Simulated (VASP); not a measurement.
Wanted: the native input for a VASP 6.6.1 run.

- Task: single point
- Functional: PBEsol
- Potentials or basis: VASP PAW PBE potentials, release 64 (Mg, S)
- Cutoff: 520 eV
- k mesh: 8 × 8 × 8
- Occupations: gaussian, width 0.05 eV
- Spin: no spin polarisation
- Dipole correction: no
- Further INCAR settings: ALGO = Normal; EDIFF = 1e-06; NBANDS = 11

The structure of MgS lies in POSCAR:

```
MgS
1.0
    1.0172772784      3.1971571608      3.1971571608
    3.1971571608      1.0172772784      3.1971571608
    3.1971571608      3.1971571608      1.0172772784
Mg S
1 1
Direct
    0.0000000000      0.0000000000      0.0000000000
    0.5000000000      0.5000000000      0.5000000000
```

This cell differs from its parent crystal: ratio of the length along [111] to the lengths across it x 1.7, volume and fractional coordinates fixed.

One way to write it, as run:

INCAR

```
PREC = Accurate
ENCUT = 520
EDIFF = 1E-6
ISMEAR = 0
SIGMA = 0.05
LREAL = False
LASPH = True
NELM = 80
ALGO = Normal
ISIF = 2
LWAVE = False
LCHARG = False
GGA = PS
NBANDS = 11
```

KPOINTS

```
Automatic mesh
0
Gamma
  8 8 8
```

Potentials or basis: VASP PAW PBE potentials, release 64 (Mg, S).

Launch:

```sh
$ cat potpaw_PBE.64/Mg/POTCAR potpaw_PBE.64/S/POTCAR > POTCAR
$ mpirun -np 1 vasp_std > vasp.out
```

Results of the run:

The pressure is 1.0 GPa and the band gap on the k mesh is zero (band 4 reaches 6.52 eV, above the bottom of band 5 at 4.92 eV).

Caveat: the PAW data sets were made with another functional, which shifts forces and pressure a little.

Wall time 23 s on 1 thread of AMD EPYC 9R45 96-Core Processor (Zen 5) (shared host), peak memory 0.18 GiB.
